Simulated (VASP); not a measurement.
Input of a VASP 6.6.1 run:

The input INCAR:

```
SYSTEM = NaF
ALGO     = Normal         ! electronic algorithm
EDIFF    = 1E-7           ! SCF threshold, eV
EDIFFG   = -0.04          ! ionic threshold
ENCUT    = 1130           ! plane-wave cutoff, eV
GGA      = PE             ! functional
GGA_COMPAT= .False.      
IBRION   = 2              ! ionic algorithm
ISIF     = 3              ! what is computed and relaxed
ISMEAR   = 0              ! smearing method
LASPH    = .True.         ! aspherical terms in the spheres
LCHARG   = .False.        ! write CHGCAR
LREAL    = .False.        ! projectors in reciprocal space
LWAVE    = .False.        ! write WAVECAR
NELM     = 120            ! most SCF steps
NELMIN   = 4            
NSW      = 90             ! ionic steps
PREC     = Accurate       ! precision mode
SIGMA    = 0.1            ! smearing width, eV
```

The input KPOINTS:

```
k-points
0
Gamma
  6 6 4
  0 0 0
```

POSCAR

```
NaF
1.0
    3.7193872900      0.0000000000      0.0000000000
   -1.8596936500      3.2210838800      0.0000000000
    0.0000000000      0.0000000000      6.0799109500
Na F
3 3
Direct
    0.1620798500      0.8379201500      0.6666666700
    0.1620798500      0.3241597000      0.3333333300
    0.6758403000      0.8379201500      0.0000000000
    0.8379201500      0.1620798500      0.6666666700
    0.8379201500      0.6758403000      0.3333333300
    0.3241597000      0.1620798500      0.0000000000
```

Potentials or basis: VASP PAW PBE potentials, release 64 (Na_sv, F).

The run is started by

```sh
$ cat potpaw_PBE.64/Na_sv/POTCAR potpaw_PBE.64/F/POTCAR > POTCAR
$ mpirun -np 1 vasp_std > vasp.out
```

Question: Predict the relaxed volume.

Answer: 15.36 Å³/atom.

Question: Predict the relaxed cell.

Answer: a = 3.812 Å, b = 3.812 Å, c = 7.324 Å, α = 90.00°, β = 90.00°, γ = 120.00°.

Question: Estimate the space group after relaxing (to 0.1 Å).

Answer: P3_212 (No. 153).

Step by step:
```
step  energy change (eV)  largest force (eV/Å)  pressure (GPa)  volume (Å³)
   1              0.0000                0.3204           10.42        72.84
   2             -0.3642                0.0341            2.73        81.48
   3             -0.4012                0.1800           -1.33        89.58
   4             -0.4116                0.1476           -0.35        87.19
   5             -0.4118                0.1429           -0.22        86.88
   6             -0.4527                0.0880           -0.15        87.37
   7             -0.5127                0.1329            0.54        88.64
   8             -0.5133                0.1707            0.70        88.80
   9             -0.5284                0.0521            0.15        90.73
  10             -0.5310                0.0278           -0.18        92.18
```

Caveat: the volume moved by over 15 % at a fixed basis, so the end points are rough.
